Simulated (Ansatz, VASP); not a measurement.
# One calculation of Pt, two programs

```
Pt
1.0
     0.00000    1.96566    1.96566
     1.96566    0.00000    1.96566
     1.96566    1.96566    0.00000
Pt
1
Cartesian
  0.0000 0.0000 0.0000
```

Alike in both runs: functional r2SCAN; dispersion D4; k mesh 19 × 19 × 19; occupations fermi-dirac, width 0.1 eV; no spin polarisation.

Ansatz relaxed the structure, and its values are those at the end. VASP's run is a single point on that final structure, the one shown.

```csv
,VASP,Ansatz
version,VASP 6.6.1,Ansatz 0.2.0
potentials or method,"VASP PAW PBE potentials, release 64 (Pt)","PAW with Ansatz's default frozen-core files, scalar-relativistic"
plane-wave cutoff (eV),520,500
valence electrons in the cell,10,18
```

Ansatz gave:

* pressure (GPa): 0.0

Task: Estimate VASP's values.

Result: Pressure (GPa): 0.7.

VASP's potentials were made for PBE, not for r2SCAN. VASP's potentials hold 10 valence electrons a cell and Ansatz's 18, so a difference there can come from the potentials and not from the codes.

Spin-orbit coupling is off throughout.
